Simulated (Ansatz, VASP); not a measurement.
**CsCl: VASP beside Ansatz**

```
CELL_PARAMETERS angstrom
4.06534 0.01016 0.01016
0.01016 4.06534 0.01016
0.01016 0.01016 4.06534
ATOMIC_POSITIONS crystal
Cs 0.00000 0.00000 0.00000
Cl 0.50000 0.50000 0.50000
```

Change from the starting cell: equal xy, yz and zx engineering shears of +0.5 %.

Alike in both runs: functional PBEsol; k mesh 6 × 6 × 6; no spin polarisation.

Ansatz relaxed the structure, and its values are those at the end. VASP's run is a single point on that final structure, the one shown.

```csv
,VASP,Ansatz
version,VASP 6.6.1,Ansatz 0.2.0
potentials or method,"VASP PAW PBE potentials, release 64 (Cs_sv, Cl), cutoff 500 eV","all-electron LAPW, scalar-relativistic"
occupations,"gaussian, width 0.01 eV",fixed
```

|  | VASP | Ansatz | Ansatz less VASP |
| --- | --- | --- | --- |
| gap on the k mesh at the Fermi level (eV) | 5.21 | 5.22 | +0.014 |
| pressure (GPa) | 0.1 | 0.0 | -0.04 |

VASP's potentials were made for PBE, not for PBEsol. Ansatz ran all-electron here, and VASP with PAW potentials.

Spin-orbit coupling is off throughout.
